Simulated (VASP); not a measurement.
SnO2:

```
Sn O
1.0
     4.76482    0.00000    0.00000
     0.00000    4.76482    0.00000
     0.00000    0.00000    3.20750
Sn O
2 4
Cartesian
  2.3824 2.3824 1.6037
  0.0000 0.0000 0.0000
  0.9245 3.8403 1.6037
  3.8403 0.9245 1.6037
  1.4579 1.4579 0.0000
  3.3069 3.3069 0.0000
```

```yaml
Program: VASP 6.6.1
Task: relaxation of cell and atoms
Functional: PBE
Potentials_or_basis: VASP PAW PBE potentials, release 64 (Sn_d, O)
Cutoff: 600 eV
k_mesh: 4 × 4 × 6
Occupations: gaussian, width 0.1 eV
Spin: no spin polarisation
```

At the start: pressure 7.3 GPa; volume 12.14 Å³/atom.

**Question.** Where does the relaxation end?

**Answer.** Over 5 steps the energy falls by 10.0 meV/atom and the volume is 12.59 Å³/atom (+3.8 %); space group P4_2/mnm (No. 136, to 0.1 Å) before and after.

The path:
```
step  energy change (eV)  largest force (eV/Å)  pressure (GPa)  volume (Å³)
   1              0.0000                0.0404            7.26        72.82
   2              0.0190                0.2346           -6.98        78.77
   3             -0.0583                0.1009            0.02        75.49
   4             -0.0583                0.0983            0.15        75.44
   5             -0.0601                0.0094            0.10        75.55
```

Final structure:
```cif
data_structure
_symmetry_space_group_name_H-M 'P 1'
_symmetry_Int_Tables_number 1
_cell_length_a 4.8255
_cell_length_b 4.8255
_cell_length_c 3.2445
_cell_angle_alpha 90.000
_cell_angle_beta 90.000
_cell_angle_gamma 90.000
_cell_volume 75.55
loop_
_atom_site_label
_atom_site_type_symbol
_atom_site_fract_x
_atom_site_fract_y
_atom_site_fract_z
_atom_site_occupancy
Sn1 Sn 0.50000 0.50000 0.50000 1
Sn2 Sn 0.00000 0.00000 0.00000 1
O1 O 0.19354 0.80646 0.50000 1
O2 O 0.80646 0.19354 0.50000 1
O3 O 0.30646 0.30646 0.00000 1
O4 O 0.69354 0.69354 0.00000 1
```
